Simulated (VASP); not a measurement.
# HgTe in VASP: further runs, part 2 of 3

VASP 6.6.1.

## Step 4: Electric field gradients, LDA (equal xx and yy strain of +3 %)

Input file INCAR:

```
PREC = Accurate
ENCUT = 520
EDIFF = 1E-8
ISMEAR = -1
SIGMA = 0.08
LREAL = F
LASPH = T
NELM = 100
ALGO = Normal
ISIF = 2
LWAVE = F
LCHARG = F
GGA = CA
LEFG = T
NBANDS = 16
```

Input file KPOINTS:

```
Automatic mesh
0
Gamma
  10 10 10
```

Input file POSCAR:

```
HgTe
1.0
    0.0000000000      3.0091450000      2.9215000000
    3.0091450000      0.0000000000      2.9215000000
    3.0091450000      3.0091450000      0.0000000000
Hg Te
1 1
Direct
    0.0000000000      0.0000000000      0.0000000000
    0.5000000000      0.5000000000      0.5000000000
```

Potentials or basis: VASP PAW LDA potentials, release 64 (Hg, Te).

The run is started by

```
> cat potpaw_LDA.64/Hg/POTCAR potpaw_LDA.64/Te/POTCAR > POTCAR
> mpirun -np 1 vasp_std > vasp.out
```

OUTCAR:

```text
PREC = Accurate
   ENCUT = 520
   EDIFF = 1E-8
   ISMEAR = -1
   LREAL = F
   LASPH = T
   NELM = 100
   ISIF = 2
   GGA = CA

 ion  position               nearest neighbor table
   1  0.000  0.000  0.000-   2 2.92   2 2.92   2 3.01   2 3.01   2 3.01   2 3.01
   2  0.500  0.500  0.500-   1 2.92   1 2.92   1 3.01   1 3.01   1 3.01   1 3.01

  LATTYP: Found a body centered tetragonal cell.
 ALAT       =     4.2555736701
 C/A-ratio  =     1.3730228761

  Lattice vectors:

 A1 = (   0.0000000000,  -3.0091450000,  -2.9215000000)
 A2 = (   0.0000000000,   3.0091450000,  -2.9215000000)
 A3 = (   3.0091450000,   0.0000000000,   2.9215000000)

Analysis of symmetry for initial positions (statically):
=====================================================================
 Subroutine PRICEL returns:
 Original cell was already a primitive cell.

 Routine SETGRP: Setting up the symmetry group for a
 body centered tetragonal supercell.

 Subroutine GETGRP returns: Found 16 space group operations
 (whereof 16 operations were pure point group operations)
 out of a pool of 16 trial point group operations.

The static configuration has the point symmetry D_4h.

Analysis of symmetry for dynamics (positions and initial velocities):
=====================================================================
 Subroutine PRICEL returns:
 Original cell was already a primitive cell.

 Routine SETGRP: Setting up the symmetry group for a
 body centered tetragonal supercell.

 Subroutine GETGRP returns: Found 16 space group operations
 (whereof 16 operations were pure point group operations)
[... 152 lines left out ...]
 cond. band min:       5.0938586858   @ k =  -0.2000   0.1000   0.0000
 fundamental gap:      0.0962328963
 Fermi energy:         5.0185752864

 k-point     1 :       0.0000    0.0000    0.0000
  band No.  band energies     occupation
      1      -7.5533      2.00000
      2      -1.9799      2.00000
      3      -1.9283      2.00000
      4      -1.9133      2.00000
      5      -1.9133      2.00000
      6      -1.8380      2.00000
[... 433 lines left out ...]
      3      -1.9843      2.00000
      4      -1.8926      2.00000
      5      -1.6937      2.00000
      6      -1.6814      2.00000
[... 8 lines left out ...]
     15      17.0769      0.00000
     16      17.2805      0.00000

 [... further k-points ...]
[... 5 lines left out ...]
  --------------------------------------------------------------------------------------
  -------------------------------------------------------------------------------------
  Total       -0.3034001     -0.3034001      0.6215633      0.0000000      0.0000000      0.0000000
  in kB       -9.1876432     -9.1876432     18.8223484      0.0000000      0.0000000      0.0000000
  external PRESSURE =       0.1490206 kB  Pullay stress =       0.0000000 kB

 VOLUME and BASIS-vectors are now :
 -----------------------------------------------------------------------------
  energy-cutoff  :      520.00
  volume of cell :       52.91
      direct lattice vectors                 reciprocal lattice vectors
     0.000000000  3.009145000  2.921500000    -0.166160155  0.166160155  0.171144960
     3.009145000  0.000000000  2.921500000     0.166160155 -0.166160155  0.171144960
     3.009145000  3.009145000  0.000000000     0.166160155  0.166160155 -0.171144960

 POSITION                                       TOTAL-FORCE (eV/Angst)
 -----------------------------------------------------------------------------------
      0.00000      0.00000      0.00000         0.000000      0.000000      0.000000
      3.00915      3.00915      2.92150        -0.000000      0.000000      0.000000
 -----------------------------------------------------------------------------------
    total drift:                                0.000000     -0.000000     -0.000000

  FREE ENERGIE OF THE ION-ELECTRON SYSTEM (eV)
  ---------------------------------------------------
  free  energy   TOTEN  =        -4.9283772996 eV

  energy  without entropy=       -4.9124396533  energy(sigma->0) =       -4.92040848

 Electric field gradients (V/A^2)
---------------------------------------------------------------------
 ion       V_xx      V_yy      V_zz      V_xy      V_xz      V_yz
---------------------------------------------------------------------
   1      27.075    27.075   -54.150     0.000     0.001     0.001
   2     -21.516   -21.516    43.031     0.000     0.000     0.000
---------------------------------------------------------------------

 Electric field gradients after diagonalization (V/A^2)
 (convention: |V_zz| > |V_xx| > |V_yy|)
----------------------------------------------------------------------
 ion       V_xx      V_yy      V_zz     asymmetry (V_yy - V_xx)/ V_zz
----------------------------------------------------------------------
   1      27.075    27.075   -54.150       0.000
   2     -21.516   -21.516    43.031       0.000
----------------------------------------------------------------------

           NMR quadrupolar parameters

 Cq : quadrupolar parameter    Cq=e*Q*V_zz/h
 eta: asymmetry parameters     (V_yy - V_xx)/ V_zz
 Q  : nuclear electric quadrupole moment in mb (millibarn)
----------------------------------------------------------------------
 ion       Cq(MHz)       eta       Q (mb)
----------------------------------------------------------------------
   1      -0.131       0.000       1.000
   2       0.104       0.000       1.000
----------------------------------------------------------------------
```

OSZICAR:

```text
N       E                     dE             d eps       ncg     rms          rms(c)
DAV:   1     0.107413659383E+03    0.10741E+03   -0.84007E+03  3280   0.101E+03
DAV:   2    -0.162812988040E+01   -0.10904E+03   -0.10131E+03  3728   0.236E+02
DAV:   3    -0.512445793005E+01   -0.34963E+01   -0.34775E+01  4096   0.437E+01
DAV:   4    -0.514903014742E+01   -0.24572E-01   -0.24570E-01  4176   0.352E+00
DAV:   5    -0.514940571081E+01   -0.37556E-03   -0.37556E-03  4304   0.383E-01    0.855E+00
DAV:   6    -0.494045394766E+01    0.20895E+00   -0.41771E-01  4032   0.874E+00    0.653E+00
DAV:   7    -0.493083241654E+01    0.96215E-02   -0.67556E-02  3952   0.183E+00    0.223E+00
DAV:   8    -0.492863613083E+01    0.21963E-02   -0.66087E-03  3752   0.957E-01    0.490E-01
DAV:   9    -0.492837624635E+01    0.25988E-03   -0.41586E-04  4264   0.216E-01    0.585E-02
DAV:  10    -0.492837666435E+01   -0.41800E-06   -0.37192E-05  4056   0.515E-02    0.348E-02
DAV:  11    -0.492837750704E+01   -0.84269E-06   -0.36312E-06  4240   0.121E-02    0.936E-03
DAV:  12    -0.492837729493E+01    0.21211E-06   -0.57833E-07  3768   0.505E-03    0.454E-03
DAV:  13    -0.492837729962E+01   -0.46832E-08   -0.52124E-08  4328   0.164E-03
   1 F= -.49283773E+01 E0= -.49204085E+01  d E =-.159376E-01
```

It took 98 s on 1 thread of Intel Xeon Platinum 8488C (Sapphire Rapids), shared host; peak memory 0.22 GiB.

What came out:

| Quantity | Value |
| --- | --- |
| Free energy | -4.9284 eV |
| Pressure | 0.0 GPa |
| Band gap on the k mesh | zero (band 9 reaches 5.49 eV, above the bottom of band 10 at 2.40 eV) |

Electric field gradients, principal values (V/Å²):
```tsv
atom	least	middle	greatest (by size)
1 Hg	27.075	27.075	-54.150
2 Te	-21.516	-21.516	43.031
```

Caveat: the cell differs from its parent crystal (equal xx and yy strain of +3 %); without QUAD_EFG the Cq values of the log hold for a quadrupole moment of 1 mb, not for the nuclei; spin-orbit coupling is left out, which moves the levels of the heavy elements.

## Step 5: Electric field gradients, LDA (equal xy, yz and zx shear strains of -2 %)

Input file INCAR:

```
PREC = Accurate ; ENCUT = 520
EDIFF = 1E-8 ; ISMEAR = -1
SIGMA = 0.08 ; LREAL = F
LASPH = T ; NELM = 100
ALGO = Normal ; ISIF = 2
LWAVE = F ; LCHARG = F
GGA = CA ; LEFG = T
NBANDS = 16
```

KPOINTS is that of step 4.

Input file POSCAR:

```
HgTe
1.0
   -0.0584300000      2.8922850000      2.8922850000
    2.8922850000     -0.0584300000      2.8922850000
    2.8922850000      2.8922850000     -0.0584300000
Hg Te
1 1
Direct
    0.0000000000      0.0000000000      0.0000000000
    0.5000000000      0.5000000000      0.5000000000
```

Potentials or basis: VASP PAW LDA potentials, release 64 (Hg, Te).

The run is started by

```
> cat potpaw_LDA.64/Hg/POTCAR potpaw_LDA.64/Te/POTCAR > POTCAR
> mpirun -np 1 vasp_std > vasp.out
```

OUTCAR:

```text
PREC = Accurate
   ENCUT = 520
   EDIFF = 1E-8
   ISMEAR = -1
   LREAL = F
   LASPH = T
   NELM = 100
   ISIF = 2
   GGA = CA

 ion  position               nearest neighbor table
   1  0.000  0.000  0.000-   2 2.92   2 2.92   2 2.92   2 2.92   2 2.92   2 2.92
   2  0.500  0.500  0.500-   1 2.92   1 2.92   1 2.92   1 2.92   1 2.92   1 2.92

  LATTYP: Found a trigonal (rhomboedric) cell.
 ALAT       =     4.0907259878
 COS(alpha) =     0.4797000918

  Lattice vectors:

 A1 = (  -0.0584300000,   2.8922850000,   2.8922850000)
 A2 = (   2.8922850000,  -0.0584300000,   2.8922850000)
 A3 = (   2.8922850000,   2.8922850000,  -0.0584300000)

Analysis of symmetry for initial positions (statically):
=====================================================================
 Subroutine PRICEL returns:
 Original cell was already a primitive cell.

 Routine SETGRP: Setting up the symmetry group for a
 trigonal (rhombohedral) supercell.

 Subroutine GETGRP returns: Found 12 space group operations
 (whereof 12 operations were pure point group operations)
 out of a pool of 12 trial point group operations.

The static configuration has the point symmetry D_3d.

Analysis of symmetry for dynamics (positions and initial velocities):
=====================================================================
 Subroutine PRICEL returns:
 Original cell was already a primitive cell.

 Routine SETGRP: Setting up the symmetry group for a
 trigonal (rhombohedral) supercell.

 Subroutine GETGRP returns: Found 12 space group operations
 (whereof 12 operations were pure point group operations)
 out of a pool of 12 trial point group operations.

The dynamic configuration has the point symmetry D_3d.

 Subroutine INISYM returns: Found 12 space group operations
 (whereof 12 operations are pure point group operations),
 and found     1 'primitive' translations

----------------------------------------------------------------------------------------

                                     Primitive cell

  volume of cell :      49.8559

  direct lattice vectors                    reciprocal lattice vectors
    -0.058430000  2.892285000  2.892285000    -0.167721369  0.171179542  0.171179542
     2.892285000 -0.058430000  2.892285000     0.171179542 -0.167721369  0.171179542
     2.892285000  2.892285000 -0.058430000     0.171179542  0.171179542 -0.167721369

  length of vectors
     4.090725988  4.090725988  4.090725988     0.294508622  0.294508622  0.294508622

  position of ions in fractional coordinates (direct lattice)
     0.000000000  0.000000000  0.000000000
     0.500000000  0.500000000  0.500000000

  ion indices of the primitive-cell ions
   primitive index   ion index
                 1           1
                 2           2

----------------------------------------------------------------------------------------

 KPOINTS: Automatic mesh

Automatic generation of k-mesh.
[... 66 lines left out ...]
   EDIFF  = 0.1E-07   stopping-criterion for ELM
   LREAL  =      F    real-space projection
   EDIFFG = 0.1E-06   stopping-criterion for IOM
   NSW    =      0    number of steps for IOM
   IBRION =     -1    ionic relax: 0-MD 1-quasi-New 2-CG
   NFREE  =      0    steps in history (QN), initial steepest desc. (CG)
   ISIF   =      2    stress and relaxation
   ISYM   =      2    0-nonsym 1-usesym 2-fastsym
   POTIM  = 0.5000    time-step for ionic-motion
   TEBEG  =    0.0;   TEEND  =   0.0 temperature during run
   PSTRESS=    0.0 pullay stress
   NELECT =      18.0000    total number of electrons
   NUPDOWN=      -1.0000    fix difference up-down
   EMIN   =  10.00;   EMAX   =-10.00  energy-range for DOS
   EFERMI =   0.00;   METHOD = LEGACY
   ISMEAR =    -1;   SIGMA  =   0.08  broadening in eV -4-tet -1-fermi 0-gaus
   EFERMI_NEDOS =   21; number of points for ismear=-14 and -15
   IALGO  =     38    algorithm
   IMIX   =      4    mixing-type and parameters
     AMIX     =   0.40;   BMIX     =  1.00
     AMIX_MAG =   1.60;   BMIX_MAG =  1.00
  volume/ion in A,a.u.               =      24.93       168.22
  Fermi-wavevector in a.u.,A,eV,Ry     =   1.165718  2.202888 18.488936  1.358898
  Thomas-Fermi vector in A             =   2.302240
   LORBIT       =      0    0 simple, 1 ext, 2 COOP (PROOUT), +10 PAW based schemes
   GGA     = CA    functional components
   LHFCALC =     F    Hartree Fock is set to
   AEXX    =    0.0000 exact exchange contribution
   IVDW    =     0    specifies the selected vdW correction
   LEPSILON=     F    determine dielectric tensor
   LRPA    =     F    only Hartree local field effects (RPA)
 non-spin polarized calculation
  energy-cutoff  :      520.00
  volume of cell :       49.86
 maximum number of plane-waves:      1357
   NGX = 15   NGY = 15   NGZ = 15

 number of electron      18.0000000 magnetization

 Free energy of the ion-electron system (eV)
  ---------------------------------------------------
  ext. energy  EPLUGINS =         0.00000000
  ---------------------------------------------------
  free energy    TOTEN  =        -4.89476875 eV

  energy without entropy =       -4.88216325  energy(sigma->0) =       -4.88846600

 E-fermi :   5.7863     XC(G=0): -10.7519

 val. band max:        5.7664352298   @ k =   0.3000   0.0000   0.0000
 cond. band min:       5.8349598887   @ k =   0.3000   0.2000   0.2000
 fundamental gap:      0.0685246589
 Fermi energy:         5.7862669640

 k-point     1 :       0.0000    0.0000    0.0000
  band No.  band energies     occupation
      1      -7.2784      2.00000
      2      -1.4693      2.00000
      3      -1.4693      2.00000
      4      -1.4138      2.00000
      5      -1.4138      2.00000
      6      -1.3759      2.00000
[... 433 lines left out ...]
      3      -1.5636      2.00000
      4      -1.4339      2.00000
      5      -1.1571      2.00000
      6      -1.1337      2.00000
[... 8 lines left out ...]
     15      18.0951      0.00000
     16      18.1607      0.00000

 [... further k-points ...]
[... 5 lines left out ...]
  --------------------------------------------------------------------------------------
  -------------------------------------------------------------------------------------
  Total        1.3714701      1.3714701      1.3714701      0.1179540      0.1179540      0.1179540
  in kB       44.0737929     44.0737929     44.0737929      3.7905910      3.7905910      3.7905910
  external PRESSURE =      44.0737929 kB  Pullay stress =       0.0000000 kB

 VOLUME and BASIS-vectors are now :
 -----------------------------------------------------------------------------
  energy-cutoff  :      520.00
  volume of cell :       49.86
      direct lattice vectors                 reciprocal lattice vectors
    -0.058430000  2.892285000  2.892285000    -0.167721369  0.171179542  0.171179542
     2.892285000 -0.058430000  2.892285000     0.171179542 -0.167721369  0.171179542
     2.892285000  2.892285000 -0.058430000     0.171179542  0.171179542 -0.167721369

 POSITION                                       TOTAL-FORCE (eV/Angst)
 -----------------------------------------------------------------------------------
      0.00000      0.00000      0.00000         0.000000      0.000000     -0.000000
      2.86307      2.86307      2.86307        -0.000000     -0.000000      0.000000
 -----------------------------------------------------------------------------------
    total drift:                               -0.000000      0.000000      0.000000

  FREE ENERGIE OF THE ION-ELECTRON SYSTEM (eV)
  ---------------------------------------------------
  free  energy   TOTEN  =        -4.8947687499 eV

  energy  without entropy=       -4.8821632507  energy(sigma->0) =       -4.88846600

 Electric field gradients (V/A^2)
---------------------------------------------------------------------
 ion       V_xx      V_yy      V_zz      V_xy      V_xz      V_yz
---------------------------------------------------------------------
   1       0.000     0.000     0.000     7.938     7.938     7.938
   2       0.000     0.000    -0.000   -10.049   -10.049   -10.049
---------------------------------------------------------------------

 Electric field gradients after diagonalization (V/A^2)
 (convention: |V_zz| > |V_xx| > |V_yy|)
----------------------------------------------------------------------
 ion       V_xx      V_yy      V_zz     asymmetry (V_yy - V_xx)/ V_zz
----------------------------------------------------------------------
   1      -7.938    -7.938    15.876       0.000
   2      10.049    10.049   -20.099       0.000
----------------------------------------------------------------------

           NMR quadrupolar parameters

 Cq : quadrupolar parameter    Cq=e*Q*V_zz/h
 eta: asymmetry parameters     (V_yy - V_xx)/ V_zz
 Q  : nuclear electric quadrupole moment in mb (millibarn)
----------------------------------------------------------------------
 ion       Cq(MHz)       eta       Q (mb)
----------------------------------------------------------------------
   1       0.038       0.000       1.000
   2      -0.049       0.000       1.000
----------------------------------------------------------------------
```

Run time: 98 s. Hardware: 1 thread of Intel Xeon Platinum 8488C (Sapphire Rapids), shared host; peak memory 0.22 GiB.

Results:

```
Free energy            : -4.8948 eV
Pressure               : 4.4 GPa
Band gap on the k mesh : zero (band 9 reaches 6.26 eV, above the bottom of band 10 at 3.09 eV)
```

Stress tensor (GPa, compression positive):
```
4.41 0.38 0.38
0.38 4.41 0.38
0.38 0.38 4.41
```

Levels at points of the mesh, in eV from the Fermi level:
```tsv
k point	band 7	band 8	band 9	band 10	band 11	band 12
(0.00, 0.00, 0.00)	-1.00	-1.00	-0.72	-0.48	7.58	7.58
(0.50, 0.00, 0.00)	-6.11	0.45	0.47	2.45	3.67	3.91
(0.50, 0.50, 0.00)	-5.19	-2.99	-2.94	-2.69	4.64	9.69
(0.50, 0.50, 0.50)	-5.97	0.36	0.36	2.20	3.52	3.52
```

Electric field gradients, principal values (V/Å²):
| atom | least | middle | greatest (by size) |
| --- | --- | --- | --- |
| 1 Hg | -7.938 | -7.938 | 15.876 |
| 2 Te | 10.049 | 10.049 | -20.099 |

Caveat: the cell differs from its parent crystal (equal xy, yz and zx shear strains of -2 %); without QUAD_EFG the Cq values of the log hold for a quadrupole moment of 1 mb, not for the nuclei; spin-orbit coupling is left out, which moves the levels of the heavy elements.

(Part 2 of 3 ends here.)
